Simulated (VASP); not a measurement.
# Nb2SiO3 (P-6m2) in VASP: single point with PBE

Aim: the single point of Nb2SiO3 with PBE.

Program: VASP 6.6.1. These are calculated values, not measurements. Logs are shortened: lines on timing, memory, paths and dates and some standing lists are left out, and cuts for length are marked.

### Step 1. The cell of the first run

The structure is hexagonal, space group P-6m2 (No. 187). Conventional cell: a = 3.951 Å, b = 3.951 Å, c = 9.187 Å, α = 90.00°, β = 90.00°, γ = 120.00°. Nb (site symmetry -6m2) has 3 O at 2.28 Å within 3.0 Å. Nb (site symmetry -6m2) has 2 O at 1.88 Å and 3 Si at 2.28 Å within 2.5 Å. Si (site symmetry -6m2) has 3 Nb at 2.28 Å and 6 O at 2.96 Å within 3.0 Å. O (site symmetry 3m) has 1 Nb at 1.88 Å within 2.5 Å. Within 3.0 Å of O (site symmetry -6m2) lie 3 Nb at 2.28 Å and 2 O at 2.71 Å.

The cell was built from a structure type or drawn by symmetry, and may not be a known phase.

### Step 2. Single point, PBE

Contents of INCAR:

```
SYSTEM = Nb2SiO3
PREC = Accurate
ENCUT = 600
EDIFF = 1E-6
ISMEAR = 0
SIGMA = 0.15
LREAL = .False.
LASPH = .True.
NELM = 120
ALGO = Normal
ISIF = 2
LWAVE = .False.
LCHARG = .False.
GGA = PE
NBANDS = 33
GGA_COMPAT = .False.
```

Contents of KPOINTS:

```
regular mesh
0
Gamma
  4 4 2
  0 0 0
```

Contents of POSCAR:

```
Nb2SiO3
1.0
    3.9512194358      0.0000000000      0.0000000000
   -1.9756097179      3.4218564073      0.0000000000
    0.0000000000      0.0000000000      9.1869345927
Nb Si O
2 1 3
Direct
    0.3333333333      0.6666666667      0.5000000000
    0.0000000000      0.0000000000      0.0000000000
    0.3333333333      0.6666666667      0.0000000000
    0.0000000000      0.0000000000      0.2051436482
    0.0000000000      0.0000000000      0.7948563518
    0.0000000000      0.0000000000      0.5000000000
```

Potentials or basis: VASP PAW PBE potentials, release 64 (Nb_sv, Si, O).

On the command line:

```sh
$ cat potpaw_PBE.64/Nb_sv/POTCAR potpaw_PBE.64/Si/POTCAR potpaw_PBE.64/O/POTCAR > POTCAR
$ mpirun -np 1 vasp_std > vasp.out
```

OUTCAR:

```text
SYSTEM = Nb2SiO3
   PREC = Accurate
   ENCUT = 600
   EDIFF = 1E-6
   ISMEAR = 0
   LREAL = .False.
   LASPH = .True.
   NELM = 120
   ISIF = 2
   GGA = PE

 ion  position               nearest neighbor table
   1  0.333  0.667  0.500-   6 2.28   6 2.28   6 2.28
   2  0.000  0.000  0.000-   4 1.88   5 1.88   3 2.28   3 2.28   3 2.28
   3  0.333  0.667  0.000-   2 2.28   2 2.28   2 2.28
   4  0.000  0.000  0.205-   2 1.88
   5  0.000  0.000  0.795-   2 1.88
   6  0.000  0.000  0.500-   1 2.28   1 2.28   1 2.28

  LATTYP: Found a hexagonal cell.
 ALAT       =     3.9512194358
 C/A-ratio  =     2.3250884295

  Lattice vectors:

 A1 = (   3.9512194358,   0.0000000000,   0.0000000000)
 A2 = (  -1.9756097179,   3.4218564073,   0.0000000000)
 A3 = (   0.0000000000,   0.0000000000,   9.1869345927)

Analysis of symmetry for initial positions (statically):
=====================================================================
 Subroutine PRICEL returns:
 Original cell was already a primitive cell.

 Routine SETGRP: Setting up the symmetry group for a
 hexagonal supercell.

 Subroutine GETGRP returns: Found 12 space group operations
 (whereof 12 operations were pure point group operations)
 out of a pool of 24 trial point group operations.

The static configuration has the point symmetry D_3h.

Analysis of symmetry for dynamics (positions and initial velocities):
=====================================================================
 Subroutine PRICEL returns:
 Original cell was already a primitive cell.

 Routine SETGRP: Setting up the symmetry group for a
 hexagonal supercell.

 Subroutine GETGRP returns: Found 12 space group operations
 (whereof 12 operations were pure point group operations)
 out of a pool of 24 trial point group operations.

The dynamic configuration has the point symmetry D_3h.

 Subroutine INISYM returns: Found 12 space group operations
 (whereof 12 operations are pure point group operations),
 and found     1 'primitive' translations

----------------------------------------------------------------------------------------

                                     Primitive cell

  volume of cell :     124.2120

  direct lattice vectors                    reciprocal lattice vectors
     3.951219436  0.000000000  0.000000000     0.253086425  0.146119515  0.000000000
    -1.975609718  3.421856407  0.000000000     0.000000000  0.292239031  0.000000000
     0.000000000  0.000000000  9.186934593     0.000000000  0.000000000  0.108850236

  length of vectors
     3.951219436  3.951219436  9.186934593     0.292239031  0.292239031  0.108850236

  position of ions in fractional coordinates (direct lattice)
     0.333333333  0.666666667  0.500000000
     0.000000000  0.000000000  0.000000000
     0.333333333  0.666666667  0.000000000
     0.000000000  0.000000000  0.205143648
     0.000000000  0.000000000  0.794856352
     0.000000000  0.000000000  0.500000000

  ion indices of the primitive-cell ions
   primitive index   ion index
                 1           1
                 2           2
                 3           3
                 4           4
                 5           5
                 6           6

----------------------------------------------------------------------------------------

 KPOINTS: regular mesh

Automatic generation of k-mesh.
 Grid dimensions read from file:
 generate k-points for:    4    4    2

 Generating k-lattice:

  Cartesian coordinates                     Fractional coordinates (reciprocal lattice)
     0.063271606  0.036529879  0.000000000     0.250000000 -0.000000000  0.000000000
     0.000000000  0.073059758  0.000000000     0.000000000  0.250000000  0.000000000
     0.000000000  0.000000000  0.054425118     0.000000000  0.000000000  0.500000000

  Length of vectors
     0.073059758  0.073059758  0.054425118

  Shift w.r.t. Gamma in fractional coordinates (k-lattice)
     0.000000000  0.000000000  0.000000000

 Subroutine IBZKPT returns following result:
 ===========================================

 Found      8 irreducible k-points:

 Following reciprocal coordinates:
            Coordinates               Weight
  0.000000  0.000000  0.000000      1.000000
  0.250000  0.000000  0.000000      6.000000
  0.500000  0.000000  0.000000      3.000000
  0.250000  0.250000  0.000000      6.000000
  0.000000  0.000000  0.500000      1.000000
  0.250000  0.000000  0.500000      6.000000
  0.500000  0.000000  0.500000      3.000000
  0.250000  0.250000  0.500000      6.000000
   k-points           NKPTS =      8   k-points in BZ     NKDIM =      8   number of bands    NBANDS=     33
   number of dos      NEDOS =    301   number of ions     NIONS =      6
   total plane-waves  NPLWV =  81920
   dimension x,y,z NGX =    32 NGY =   32 NGZ =   80
   dimension x,y,z NGXF=    64 NGYF=   64 NGZF=  160
   ions per type =               2   1   3
   NGX,Y,Z   is equivalent  to a cutoff of  13.46, 13.46, 14.48 a.u.
   NGXF,Y,Z  is equivalent  to a cutoff of  26.93, 26.93, 28.95 a.u.
 SYSTEM =  Nb2SiO3
   PREC   = accura    normal or accurate (medium, high low for compatibility)
   ISTART =      0    job   : 0-new  1-cont  2-samecut
   ICHARG =      2    charge: 1-file 2-atom 10-const
   ISPIN  =      1    spin polarized calculation?
   LNONCOLLINEAR =      F non collinear calculations
   LSORBIT =      F    spin-orbit coupling
   LASPH  =      T    aspherical Exc in radial PAW
   ENCUT  =  600.0 eV  44.10 Ry    6.64 a.u.   7.89  7.89 18.35*2*pi/ulx,y,z
   NELM   =    120;   NELMIN=  2; NELMDL= -5     # of ELM steps
   EDIFF  = 0.1E-05   stopping-criterion for ELM
   LREAL  =      F    real-space projection
   EDIFFG = 0.1E-04   stopping-criterion for IOM
   NSW    =      0    number of steps for IOM
   IBRION =     -1    ionic relax: 0-MD 1-quasi-New 2-CG
   NFREE  =      0    steps in history (QN), initial steepest desc. (CG)
   ISIF   =      2    stress and relaxation
   ISYM   =      2    0-nonsym 1-usesym 2-fastsym
   POTIM  = 0.5000    time-step for ionic-motion
   TEBEG  =    0.0;   TEEND  =   0.0 temperature during run
   PSTRESS=    0.0 pullay stress
   NELECT =      48.0000    total number of electrons
   NUPDOWN=      -1.0000    fix difference up-down
   EMIN   =  10.00;   EMAX   =-10.00  energy-range for DOS
   EFERMI =   0.00;   METHOD = LEGACY
   ISMEAR =     0;   SIGMA  =   0.15  broadening in eV -4-tet -1-fermi 0-gaus
   EFERMI_NEDOS =   21; number of points for ismear=-14 and -15
   IALGO  =     38    algorithm
   IMIX   =      4    mixing-type and parameters
     AMIX     =   0.40;   BMIX     =  1.00
     AMIX_MAG =   1.60;   BMIX_MAG =  1.00
  volume/ion in A,a.u.               =      20.70       139.70
  Fermi-wavevector in a.u.,A,eV,Ry     =   1.192433  2.253372 19.346082  1.421897
  Thomas-Fermi vector in A             =   2.328471
   LORBIT       =      0    0 simple, 1 ext, 2 COOP (PROOUT), +10 PAW based schemes
   GGA     = PE    functional components
   LHFCALC =     F    Hartree Fock is set to
   AEXX    =    0.0000 exact exchange contribution
   IVDW    =     0    specifies the selected vdW correction
   LEPSILON=     F    determine dielectric tensor
   LRPA    =     F    only Hartree local field effects (RPA)
 non-spin polarized calculation
 Gauss-broadening in eV      SIGMA  =   0.15
  energy-cutoff  :      600.00
  volume of cell :      124.21
 maximum number of plane-waves:      4174
 NGX is ok and might be reduce to    32
   NGX = 15   NGY = 15   NGZ = 37

 number of electron      47.9999999 magnetization

 Free energy of the ion-electron system (eV)
  ---------------------------------------------------
  ext. energy  EPLUGINS =         0.00000000
  ---------------------------------------------------
  free energy    TOTEN  =       -40.66828632 eV

  energy without entropy =      -40.57272852  energy(sigma->0) =      -40.62050742

 E-fermi :   3.2466     XC(G=0):  -8.8269

 val. band max:        3.2451312794   @ k =   0.5000   0.0000   0.0000
 cond. band min:       3.2752667137   @ k =   0.2500   0.2500   0.5000
 fundamental gap:      0.0301354342
 Fermi energy:         3.2466422413

 k-point     1 :       0.0000    0.0000    0.0000
  band No.  band energies     occupation
      1     -53.3746      2.00000
      2     -50.8262      2.00000
      3     -29.4762      2.00000
      4     -29.2570      2.00000
      5     -29.2570      2.00000
      6     -27.3897      2.00000
[... 25 lines left out ...]
     32       6.7561      0.00000
     33       8.5204      0.00000

 k-point     2 :       0.2500    0.0000    0.0000
  band No.  band energies     occupation
      1     -53.3729      2.00000
      2     -50.8239      2.00000
      3     -29.4736      2.00000
      4     -29.2967      2.00000
      5     -29.2646      2.00000
      6     -27.3855      2.00000
[... 25 lines left out ...]
     32       6.6611      0.00000
     33       7.4055      0.00000

 k-point     3 :       0.5000    0.0000    0.0000
  band No.  band energies     occupation
      1     -53.3713      2.00000
      2     -50.8215      2.00000
      3     -29.4711      2.00000
      4     -29.3359      2.00000
      5     -29.2722      2.00000
      6     -27.3812      2.00000
[... 25 lines left out ...]
     32       6.5456      0.00000
     33       7.1693      0.00000

 k-point     4 :       0.2500    0.2500    0.0000
  band No.  band energies     occupation
      1     -53.3713      2.00000
      2     -50.8215      2.00000
      3     -29.4711      2.00000
      4     -29.3247      2.00000
      5     -29.2837      2.00000
      6     -27.3812      2.00000
[... 25 lines left out ...]
     32       7.1629      0.00000
     33       7.5685      0.00000

 k-point     5 :       0.0000    0.0000    0.5000
  band No.  band energies     occupation
      1     -53.3746      2.00000
      2     -50.8262      2.00000
      3     -29.4762      2.00000
      4     -29.2570      2.00000
      5     -29.2570      2.00000
      6     -27.3897      2.00000
[... 25 lines left out ...]
     32       6.7569      0.00000
     33       7.3232      0.00000

 k-point     6 :       0.2500    0.0000    0.5000
  band No.  band energies     occupation
      1     -53.3729      2.00000
      2     -50.8239      2.00000
      3     -29.4736      2.00000
      4     -29.2967      2.00000
      5     -29.2646      2.00000
      6     -27.3854      2.00000
[... 25 lines left out ...]
     32       7.2432      0.00000
     33       7.3746      0.00000

 k-point     7 :       0.5000    0.0000    0.5000
  band No.  band energies     occupation
      1     -53.3713      2.00000
      2     -50.8215      2.00000
      3     -29.4711      2.00000
      4     -29.3359      2.00000
      5     -29.2722      2.00000
      6     -27.3812      2.00000
[... 25 lines left out ...]
     32       6.5178      0.00000
     33       7.4057      0.00000

 k-point     8 :       0.2500    0.2500    0.5000
  band No.  band energies     occupation
      1     -53.3713      2.00000
      2     -50.8215      2.00000
      3     -29.4711      2.00000
      4     -29.3247      2.00000
      5     -29.2836      2.00000
      6     -27.3812      2.00000
[... 25 lines left out ...]
     32       7.1620      0.00000
     33       7.6303      0.00000

------------------------ aborting loop because EDIFF is reached ----------------------------------------

  FORCE on cell =-STRESS in cart. coord.  units (eV):
  Direction    XX          YY          ZZ          XY          YZ          ZX
  --------------------------------------------------------------------------------------
  -------------------------------------------------------------------------------------
  Total       -0.1209364     -0.1209364     -0.0059166      0.0000000      0.0000000      0.0000000
  in kB       -1.5599267     -1.5599267     -0.0763172      0.0000000      0.0000000      0.0000000
  external PRESSURE =      -1.0653902 kB  Pullay stress =       0.0000000 kB

 VOLUME and BASIS-vectors are now :
 -----------------------------------------------------------------------------
  energy-cutoff  :      600.00
  volume of cell :      124.21
      direct lattice vectors                 reciprocal lattice vectors
     3.951219436  0.000000000  0.000000000     0.253086425  0.146119515  0.000000000
    -1.975609718  3.421856407  0.000000000     0.000000000  0.292239031  0.000000000
     0.000000000  0.000000000  9.186934593     0.000000000  0.000000000  0.108850236

 POSITION                                       TOTAL-FORCE (eV/Angst)
 -----------------------------------------------------------------------------------
     -0.00000      2.28124      4.59347        -0.000000      0.000000      0.000000
      0.00000      0.00000      0.00000         0.000000     -0.000000      0.000000
     -0.00000      2.28124      0.00000         0.000000      0.000000      0.000000
      0.00000      0.00000      1.88464        -0.000000      0.000000     -0.011986
      0.00000      0.00000      7.30229        -0.000000      0.000000      0.011986
      0.00000      0.00000      4.59347         0.000000      0.000000      0.000000
 -----------------------------------------------------------------------------------
    total drift:                               -0.000000      0.000000     -0.000000

  FREE ENERGIE OF THE ION-ELECTRON SYSTEM (eV)
  ---------------------------------------------------
  free  energy   TOTEN  =       -40.6682863162 eV

  energy  without entropy=      -40.5727285239  energy(sigma->0) =      -40.62050742
```

Run time: 1.9 min. Hardware: 1 thread of Intel Xeon 8259CL, shared host; peak memory 0.28 GiB.

Results:

```
Free energy            : -40.6683 eV
Pressure               : -0.1 GPa
Largest force          : 0.012 eV/Å
Band gap on the k mesh : zero (bands 24 and 25 overlap by 0.15 eV)
```

Forces in eV/Å, atoms in the order of the input:
```
Nb   0.000  0.000  0.000
Nb   0.000  0.000  0.000
Si   0.000  0.000  0.000
O    0.000  0.000 -0.012
O    0.000  0.000  0.012
O    0.000  0.000  0.000
```

Stress tensor (GPa, compression positive):
```
-0.16  0.00  0.00
 0.00 -0.16  0.00
 0.00  0.00 -0.01
```

Levels at points of the mesh, in eV from the Fermi level:
```tsv
k point	band 21	band 22	band 23	band 24	band 25	band 26	band 27	band 28
(0.00, 0.00, 0.00)	-1.67	-1.67	-0.97	-0.07	0.18	0.18	0.20	0.72
(0.50, 0.00, 0.00)	-1.37	-0.81	-0.26	-0.13	0.00	0.42	0.48	0.92
(0.00, 0.00, 0.50)	-1.71	-1.70	-1.70	-0.43	0.19	0.19	0.34	1.47
(0.50, 0.00, 0.50)	-1.29	-1.27	-0.29	-0.22	0.08	0.35	0.58	0.91
```

Caveat: the k points lie up to 0.46 Å⁻¹ apart.
